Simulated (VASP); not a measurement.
Input of a VASP 6.6.1 run:

File INCAR:

```
SYSTEM = WC
PREC     = Accurate       ! precision mode
ENCUT    = 520            ! plane-wave cutoff, eV
EDIFF    = 1E-6           ! SCF threshold, eV
ISMEAR   = -1             ! smearing method
SIGMA    = 0.36           ! smearing width, eV
LREAL    = Auto         
LASPH    = .TRUE.         ! aspherical terms in the spheres
NELM     = 100            ! most SCF steps
ALGO     = Normal         ! electronic algorithm
ISIF     = 2              ! what is computed and relaxed
LWAVE    = .FALSE.        ! write WAVECAR
LCHARG   = .FALSE.        ! write CHGCAR
GGA      = CA             ! functional
NBANDS   = 86             ! bands
```

The input KPOINTS:

```
regular mesh
0
G
  2 2 2
  0 0 0
```

File POSCAR:

```
WC
1.0
   -2.9306900000     -5.0761030000      0.0000000000
    4.2850020000     -2.4739470000      0.0000000000
    0.0000000000      0.0000000000      5.7983440000
W C
8 8
Direct
    0.7643679651      0.5451165604      0.0619142293
    0.7780155045      0.5044623687      0.5534683696
    0.5286193458     -0.0183618513      0.0315434890
    0.5339954944      0.0094924706      0.4944860119
    0.2361292674      0.5010550013      0.0158838455
    0.2352871533      0.4813191936      0.5584525513
    0.0228739002     -0.0023485845      0.0204886085
    0.0331841190      0.0003856161      0.5356184455
    0.4721011803      0.6571950743      0.2871509521
    0.4762924216      0.6844490241      0.7615622667
    0.2430413357      0.2047324161      0.2698701560
    0.2479304300      0.1189514572      0.7924503962
    0.0457406161      0.7026488123      0.3054320337
    0.0180157929      0.6370589101      0.8120594432
    0.7614280364      0.1658131156      0.2978091676
    0.7433213784      0.1840476458      0.8330309481
```

Potentials or basis: VASP PAW LDA potentials, release 64 (W_sv, C).

The run is started by

```console
$ cat potpaw_LDA.64/W_sv/POTCAR potpaw_LDA.64/C/POTCAR > POTCAR
$ mpirun -np 1 vasp_std > vasp.out
```

(1) Estimate the largest force.

(2) What does it give for the band gap on the k mesh?

## Answers

(1) 8.117 eV/Å.

(2) zero (bands 72 and 73 overlap by 0.08 eV).

Caveat: the k points lie up to 0.63 Å⁻¹ apart; the atoms stand as in a frame of molecular dynamics; so wide a smearing shifts energies and pressures; spin-orbit coupling is left out, which moves the levels of the heavy elements; forces of over 1 eV/Å act on the atoms, so gaps and moduli don't describe the material at rest.
